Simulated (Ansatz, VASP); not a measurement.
**Two plane-wave programs on Sr2O**

```xyz
3
Lattice="4.6837 0.0000 0.0000 -2.3418 4.0562 0.0000 0.0000 0.0000 4.4707" Properties=species:S:1:pos:R:3 pbc="T T T"
Sr    0.0000    2.7041    0.0000
Sr    2.3418    1.3521    0.0000
O     0.0000    0.0000    0.0000
```

Alike in both runs: task single point; functional PBE; k mesh 6 × 6 × 4; occupations gaussian, width 0.1 eV; collinear spin.

|  | VASP | Ansatz |
| --- | --- | --- |
| version | VASP 6.6.1 | Ansatz 0.2.0 |
| potentials or method | VASP PAW PBE potentials, release 64 (Sr_sv, O), cutoff 520 eV | scalar-relativistic, plane waves, PAW |
| valence electrons in the cell | 26 | 26 |

Ansatz gave:

| Property | Result |
| --- | --- |
| gap on the k mesh at the Fermi level (eV) | none |
| pressure (GPa) | 2.6 |
| traceless stress, the component that is largest in VASP (GPa) | -6.46 |
| net moment per atom (μB) | 0.00 |

**Question.** Estimate VASP's values.

**Answer.** gap on the k mesh at the Fermi level (eV): none; pressure (GPa): 2.9; traceless stress, the component that is largest in VASP (GPa): -6.83; net moment per atom (μB): 0.00.

A gap of «none» marks a metal or a gap that the smearing closes. Ansatz's warnings: seeded moment not kept.
